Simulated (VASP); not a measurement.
Write the native input for VASP 6.6.1 that does the following.

```
Task                   : single point
Functional             : PBEsol
Potentials or basis    : VASP PAW PBE potentials, release 64 (Ir_sv_GW)
Cutoff                 : 500 eV
k mesh                 : 12 × 12 × 12
Occupations            : gaussian, width 0.1 eV
Spin                   : no spin polarisation
Dipole correction      : no
Second run             : valence_matched
Further INCAR settings : ALGO = Normal; EDIFF = 1e-06; NBANDS = 14
```

The structure of Ir lies in POSCAR:

```
Ir
1.0
    0.0000000000      1.9143877087      1.9143877087
    1.9143877087      0.0000000000      1.9143877087
    1.9143877087      1.9143877087      0.0000000000
Ir
1
Direct
    0.0000000000      0.0000000000      0.0000000000
```

The input as run:

INCAR

```
PREC     = Accurate       # precision mode
ENCUT    = 500            # plane-wave cutoff, eV
EDIFF    = 1E-6           # SCF threshold, eV
ISMEAR   = 0              # smearing method
SIGMA    = 0.1            # smearing width, eV
LREAL    = F              # projectors in reciprocal space
LASPH    = T              # aspherical terms in the spheres
NELM     = 120            # most SCF steps
ALGO     = Normal         # electronic algorithm
ISIF     = 2              # what is computed and relaxed
LWAVE    = F              # write WAVECAR
LCHARG   = F              # write CHGCAR
GGA      = PS             # functional
NBANDS   = 14             # bands
GGA_COMPAT= F
```

KPOINTS

```
regular mesh
0
Gamma
  12 12 12
```

Potentials or basis: VASP PAW PBE potentials, release 64 (Ir_sv_GW).

The run is started by

```bash
$ cat potpaw_PBE.64/Ir_sv_GW/POTCAR > POTCAR
$ mpirun -np 1 vasp_std > vasp.out
```

Results of the run:

| Property | Result |
| --- | --- |
| Pressure | -3.3 GPa |

Caveat: the PAW data sets were made with another functional, which shifts forces and pressure a little.

Wall time 7.8 s on 1 thread of AMD EPYC 9R45 96-Core Processor (Zen 5) (shared host), peak memory 0.11 GiB.
